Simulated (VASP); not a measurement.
# Fe in VASP: single point with PBEsol

Aim: the single point of Fe with PBEsol.

Everything below comes from runs of VASP 6.6.1. Logs are shortened: lines on timing, memory, paths and dates and some standing lists are left out, and cuts for length are marked.

### 1 The cell of the first run

The cell holds a slab with vacuum, 10 atoms: a = 2.787 Å, b = 2.787 Å, c = 27.543 Å, α = 90.00°, β = 90.00°, γ = 90.00°.

### 2 Single point, PBEsol, collinear spin, ferromagnetic start

Input file INCAR:

```
ALGO = Normal
AMIX = 0.2
AMIX_MAG = 0.8
BMIX = 1E-4
BMIX_MAG = 1E-4
DIPOL = 0.5 0.5 0.500
EDIFF = 1E-6
ENCUT = 520
GGA = PS
ICORELEVEL = 1
IDIPOL = 3
ISIF = 2
ISMEAR = 1
ISPIN = 2
LASPH = T
LCHARG = F
LDIPOL = T
LMAXMIX = 4
LORBIT = 11
LREAL = F
LUSENCCL = F
LVACPOTAV = T
LVHAR = T
LWAVE = F
MAGMOM = 2.3 2.3 2.3 2.3 2.3 2.3 2.3 2.3 2.3 2.3
NELM = 150
PREC = Accurate
SIGMA = 0.1
```

Input file KPOINTS:

```
k-points
0
Gamma
  14 14 1
```

Input file POSCAR:

```
Fe
1.0
    2.7874080000      0.0000000000      0.0000000000
    0.0000000000      2.7874080000      0.0000000000
    0.0000000000      0.0000000000     27.5433360000
Fe
10
Direct
    0.5000000000      0.5000000000      0.2722981700
    0.0000000000      0.0000000000      0.3228985800
    0.5000000000      0.5000000000      0.3734989800
    0.0000000000      0.0000000000      0.4240993900
    0.5000000000      0.5000000000      0.4746998000
    0.0000000000      0.0000000000      0.5253002000
    0.5000000000      0.5000000000      0.5759006100
    0.0000000000      0.0000000000      0.6265010200
    0.5000000000      0.5000000000      0.6771014200
    0.0000000000      0.0000000000      0.7277018300
```

Potentials or basis: VASP PAW PBE potentials, release 64 (Fe).

On the command line:

```bash
cat potpaw_PBE.64/Fe/POTCAR > POTCAR
mpirun -np 1 vasp_std > vasp.out
```

OUTCAR:

```text
AMIX = 0.2
   AMIX_MAG = 0.8
   EDIFF = 1E-6
   ENCUT = 520
   GGA = PS
   ISIF = 2
   ISMEAR = 1
   ISPIN = 2
   LASPH = T
   LORBIT = 11
   LREAL = F
   NELM = 150
   PREC = Accurate

 ion  position               nearest neighbor table
   1  0.500  0.500  0.272-   2 2.41   2 2.41   2 2.41   2 2.41   3 2.79
   2  0.000  0.000  0.323-   3 2.41   3 2.41   3 2.41   3 2.41   1 2.41   1 2.41   1 2.41   1 2.41
                             4 2.79
   3  0.500  0.500  0.373-   2 2.41   2 2.41   2 2.41   2 2.41   4 2.41   4 2.41   4 2.41   4 2.41
                             1 2.79   5 2.79
   4  0.000  0.000  0.424-   3 2.41   5 2.41   3 2.41   5 2.41   3 2.41   5 2.41   3 2.41   5 2.41
                             6 2.79   2 2.79
   5  0.500  0.500  0.475-   6 2.41   6 2.41   6 2.41   6 2.41   4 2.41   4 2.41   4 2.41   4 2.41
                             7 2.79   3 2.79
   6  0.000  0.000  0.525-   5 2.41   5 2.41   5 2.41   5 2.41   7 2.41   7 2.41   7 2.41   7 2.41
                             4 2.79   8 2.79
   7  0.500  0.500  0.576-   6 2.41   8 2.41   6 2.41   8 2.41   6 2.41   8 2.41   6 2.41   8 2.41
                             5 2.79   9 2.79
   8  0.000  0.000  0.627-   9 2.41   9 2.41   9 2.41   9 2.41   7 2.41   7 2.41   7 2.41   7 2.41
                            10 2.79   6 2.79
   9  0.500  0.500  0.677-   8 2.41   8 2.41   8 2.41   8 2.41  10 2.41  10 2.41  10 2.41  10 2.41
                             7 2.79
  10  0.000  0.000  0.728-   9 2.41   9 2.41   9 2.41   9 2.41   8 2.79

  LATTYP: Found a simple tetragonal cell.
 ALAT       =     2.7874080000
 C/A-ratio  =     9.8813435278

  Lattice vectors:

 A1 = (   2.7874080000,   0.0000000000,   0.0000000000)
 A2 = (   0.0000000000,   2.7874080000,   0.0000000000)
 A3 = (   0.0000000000,   0.0000000000,  27.5433360000)

Analysis of symmetry for initial positions (statically):
=====================================================================
 Subroutine PRICEL returns:
 Original cell was already a primitive cell.

 Routine SETGRP: Setting up the symmetry group for a
 simple tetragonal supercell.

 Subroutine GETGRP returns: Found 16 space group operations
 (whereof  8 operations were pure point group operations)
 out of a pool of 16 trial point group operations.

The static configuration has the point symmetry C_4v.
 The point group associated with its full space group is D_4h.

Analysis of symmetry for dynamics (positions and initial velocities):
=====================================================================
 Subroutine PRICEL returns:
 Original cell was already a primitive cell.

 Routine SETGRP: Setting up the symmetry group for a
 simple tetragonal supercell.

 Subroutine GETGRP returns: Found 16 space group operations
 (whereof  8 operations were pure point group operations)
 out of a pool of 16 trial point group operations.

The dynamic configuration has the point symmetry C_4v.
 The point group associated with its full space group is D_4h.

Analysis of structural, dynamic, and magnetic symmetry:
=====================================================================
 Subroutine PRICEL returns:
 Original cell was already a primitive cell.

 Routine SETGRP: Setting up the symmetry group for a
 simple tetragonal supercell.

 Subroutine GETGRP returns: Found 16 space group operations
 (whereof  8 operations were pure point group operations)
 out of a pool of 16 trial point group operations.

The overall configuration has the point symmetry C_4v.
 The point group associated with its full space group is D_4h.

 Subroutine INISYM returns: Found 16 space group operations
 (whereof  8 operations are pure point group operations),
 and found     1 'primitive' translations

----------------------------------------------------------------------------------------

                                     Primitive cell

  volume of cell :     214.0019

  direct lattice vectors                    reciprocal lattice vectors
     2.787408000  0.000000000  0.000000000     0.358756235  0.000000000  0.000000000
     0.000000000  2.787408000  0.000000000     0.000000000  0.358756235  0.000000000
     0.000000000  0.000000000 27.543336000     0.000000000  0.000000000  0.036306423

  length of vectors
     2.787408000  2.787408000 27.543336000     0.358756235  0.358756235  0.036306423

  position of ions in fractional coordinates (direct lattice)
     0.500000000  0.500000000  0.272298170
     0.000000000  0.000000000  0.322898580
[... 105 lines left out ...]
   NUPDOWN=      -1.0000    fix difference up-down
   EMIN   =  10.00;   EMAX   =-10.00  energy-range for DOS
   EFERMI =   0.00;   METHOD = LEGACY
   ISMEAR =     1;   SIGMA  =   0.10  broadening in eV -4-tet -1-fermi 0-gaus
   EFERMI_NEDOS =   21; number of points for ismear=-14 and -15
   IALGO  =     38    algorithm
   IMIX   =      4    mixing-type and parameters
     AMIX     =   0.20;   BMIX     =  0.00
     AMIX_MAG =   0.80;   BMIX_MAG =  0.00
  volume/ion in A,a.u.               =      21.40       144.42
  Fermi-wavevector in a.u.,A,eV,Ry     =   1.179322  2.228595 18.922978  1.390800
  Thomas-Fermi vector in A             =   2.315635
   LORBIT       =     11    0 simple, 1 ext, 2 COOP (PROOUT), +10 PAW based schemes
   GGA     = PS    functional components
   LHFCALC =     F    Hartree Fock is set to
   AEXX    =    0.0000 exact exchange contribution
   IVDW    =     0    specifies the selected vdW correction
   LEPSILON=     F    determine dielectric tensor
   LRPA    =     F    only Hartree local field effects (RPA)
 spin polarized calculation
 Methfessel and Paxton  Order N= 1 SIGMA  =   0.10
  energy-cutoff  :      520.00
  volume of cell :      214.00
 maximum number of plane-waves:      5815
 NGX is ok and might be reduce to    24
   NGX = 11   NGY = 11   NGZ =103

 dipolmoment           0.000000      0.000000      0.000000 electrons x Angstroem

 number of electron      80.0000013 magnetization      23.1954001

 dipolmoment           0.000000      0.000000     -0.000000 electrons x Angstroem

 Free energy of the ion-electron system (eV)
  ---------------------------------------------------
  ext. energy  EPLUGINS =         0.00000000
  ---------------------------------------------------
  free energy    TOTEN  =       -86.23091584 eV

  energy without entropy =      -86.23418068  energy(sigma->0) =      -86.23200412

 the core state eigenenergies are
   1-  1s  -6990.8421  2s   -811.8515  2p   -690.6059  3s    -85.7535  3p    -51.8283

   2-  1s  -6990.5528  2s   -811.7121  2p   -690.4547  3s    -85.4230  3p    -51.4975

   3-  1s  -6990.7365  2s   -811.9094  2p   -690.6513  3s    -85.5688  3p    -51.6361
[... 11 lines left out ...]
   9-  1s  -6990.5528  2s   -811.7121  2p   -690.4547  3s    -85.4230  3p    -51.4975

  10-  1s  -6990.8421  2s   -811.8515  2p   -690.6059  3s    -85.7535  3p    -51.8283

 E-fermi :   1.3144     XC(G=0):  -7.6134

 val. band max:        1.3123409525   @ k =   0.0714   0.0000   0.0000
 cond. band min:       1.3229356407   @ k =   0.2143   0.0000   0.0000
 fundamental gap:      0.0105946882
 Fermi energy:         1.3143762309

 spin component 1

 k-point     1 :       0.0000    0.0000    0.0000
  band No.  band energies     occupation
      1      -7.3521      1.00000
      2      -6.8542      1.00000
      3      -6.0499      1.00000
      4      -5.0357      1.00000
      5      -4.0550      1.00000
      6      -3.7840      1.00000
[... 1309 lines left out ...]
     51       1.0364      1.00030
     52       1.3327      0.34744

 [... further k-points ...]

 spin component 2

 k-point     1 :       0.0000    0.0000    0.0000
  band No.  band energies     occupation
      1      -7.0727      1.00000
      2      -6.5429      1.00000
      3      -5.7001      1.00000
      4      -4.6186      1.00000
      5      -3.4588      1.00000
      6      -2.4439      1.00000
[... 1309 lines left out ...]
     51       3.3159      0.00000
     52       3.4811      0.00000

 [... further k-points ...]

 [bands above 52 left out]

------------------------ aborting loop because EDIFF is reached ----------------------------------------

  FORCE on cell =-STRESS in cart. coord.  units (eV):
  Direction    XX          YY          ZZ          XY          YZ          ZX
  --------------------------------------------------------------------------------------
  -------------------------------------------------------------------------------------
  Total       -2.4718852     -2.4718852     -0.1611315      0.0000000      0.0000000      0.0000000
  in kB      -18.5063707    -18.5063707     -1.2063500      0.0000000      0.0000000      0.0000000
  external PRESSURE =     -12.7396971 kB  Pullay stress =       0.0000000 kB

 VOLUME and BASIS-vectors are now :
 -----------------------------------------------------------------------------
  energy-cutoff  :      520.00
  volume of cell :      214.00
      direct lattice vectors                 reciprocal lattice vectors
     2.787408000  0.000000000  0.000000000     0.358756235  0.000000000  0.000000000
     0.000000000  2.787408000  0.000000000     0.000000000  0.358756235  0.000000000
     0.000000000  0.000000000 27.543336000     0.000000000  0.000000000  0.036306423

 POSITION                                       TOTAL-FORCE (eV/Angst)
 -----------------------------------------------------------------------------------
      1.39370      1.39370      7.50000        -0.000000     -0.000000      0.099079
      0.00000      0.00000      8.89370        -0.000000      0.000000     -0.259599
      1.39370      1.39370     10.28741        -0.000000      0.000000      0.135561
      0.00000      0.00000     11.68111        -0.000000      0.000000      0.135580
      1.39370      1.39370     13.07482        -0.000000      0.000000     -0.138834
      0.00000      0.00000     14.46852        -0.000000      0.000000      0.138834
      1.39370      1.39370     15.86222         0.000000     -0.000000     -0.135580
      0.00000      0.00000     17.25593        -0.000000     -0.000000     -0.135561
      1.39370      1.39370     18.64963        -0.000000     -0.000000      0.259599
      0.00000      0.00000     20.04334        -0.000000      0.000000     -0.099079
 -----------------------------------------------------------------------------------
    total drift:                                0.000000     -0.000000     -0.000000

  FREE ENERGIE OF THE ION-ELECTRON SYSTEM (eV)
  ---------------------------------------------------
  free  energy   TOTEN  =       -86.2309158397 eV

  energy  without entropy=      -86.2341806763  energy(sigma->0) =      -86.23200412

 vacuum level on the upper side and lower side of the slab         5.257         5.257

 total charge

# of ion       s       p       d       tot
------------------------------------------
    1        0.469   0.361   6.162   6.991
    2        0.507   0.570   6.307   7.384
    3        0.512   0.588   6.273   7.373
    4        0.510   0.589   6.281   7.380
    5        0.512   0.590   6.273   7.374
    6        0.512   0.590   6.273   7.374
    7        0.510   0.589   6.281   7.380
    8        0.512   0.588   6.273   7.373
    9        0.507   0.570   6.307   7.384
   10        0.469   0.361   6.162   6.991
--------------------------------------------------
tot          5.019   5.395  62.591  73.005

 magnetization (x)

# of ion       s       p       d       tot
------------------------------------------
    1        0.010   0.008   2.879   2.898
    2       -0.017  -0.045   2.220   2.157
    3       -0.009  -0.046   2.239   2.183
    4       -0.013  -0.050   2.100   2.036
    5       -0.011  -0.050   2.155   2.094
    6       -0.011  -0.050   2.155   2.094
    7       -0.013  -0.050   2.100   2.036
    8       -0.009  -0.046   2.239   2.183
    9       -0.017  -0.045   2.220   2.157
   10        0.010   0.008   2.879   2.898
--------------------------------------------------
tot         -0.081  -0.367  23.185  22.738
```

It took 57 min on 1 × NVIDIA H100 80GB with 1 thread of AMD EPYC 7R13 (Zen 3), shared host; peak memory 1.8 GiB.

What came out:

- Free energy: -86.2309 eV
- Largest force: 0.260 eV/Å
- Net moment: 23.20 μB per cell
- Site moments: Fe +2.90, +2.16, +2.18, +2.04, +2.09 (each value once) μB
- Valence electrons inside the program's atomic spheres: Fe 6.99, 7.38, 7.37 (each value once)

Forces on the atoms (eV/Å):
```
Fe   0.000  0.000  0.099
Fe   0.000  0.000 -0.260
Fe   0.000  0.000  0.136
Fe   0.000  0.000  0.136
Fe   0.000  0.000 -0.139
Fe   0.000  0.000  0.139
Fe   0.000  0.000 -0.136
Fe   0.000  0.000 -0.136
Fe   0.000  0.000  0.260
Fe   0.000  0.000 -0.099
```

Levels at points of the mesh, in eV from the Fermi level:
Spin up:
| k point | band 49 | band 50 | band 51 | band 52 | band 53 | band 54 |
| --- | --- | --- | --- | --- | --- | --- |
| (0.00, 0.00, 0.00) | -0.36 | -0.36 | -0.36 | -0.10 | -0.07 | 0.04 |
| (0.50, 0.00, 0.00) | 0.21 | 0.21 | 0.36 | 0.36 | 0.40 | 0.40 |
| (0.50, 0.50, 0.00) | -0.20 | -0.20 | 0.94 | 0.94 | 2.31 | 2.31 |
Spin down:
| k point | band 26 | band 27 | band 28 | band 29 | band 30 | band 31 |
| --- | --- | --- | --- | --- | --- | --- |
| (0.00, 0.00, 0.00) | -0.30 | -0.10 | -0.10 | -0.01 | 0.05 | 0.24 |
| (0.50, 0.00, 0.00) | -0.35 | -0.10 | -0.10 | -0.06 | -0.06 | 0.31 |
| (0.50, 0.50, 0.00) | -0.70 | 0.05 | 0.05 | 1.31 | 1.31 | 1.43 |

Core levels (eV, on the scale of the bands):
```csv
atom,levels
1 Fe,"1s -6990.8, 2s -811.9, 2p -690.6, 3s -85.8, 3p -51.8"
2 Fe,"1s -6990.6, 2s -811.7, 2p -690.5, 3s -85.4, 3p -51.5"
3 Fe,"1s -6990.7, 2s -811.9, 2p -690.7, 3s -85.6, 3p -51.6"
4 Fe,"1s -6990.7, 2s -811.9, 2p -690.6, 3s -85.5, 3p -51.6"
5 Fe,"1s -6990.8, 2s -811.9, 2p -690.7, 3s -85.6, 3p -51.6"
6 Fe,"1s -6990.8, 2s -811.9, 2p -690.7, 3s -85.6, 3p -51.6"
```

Caveat: the PAW data sets were made with another functional, which shifts forces and pressure a little.
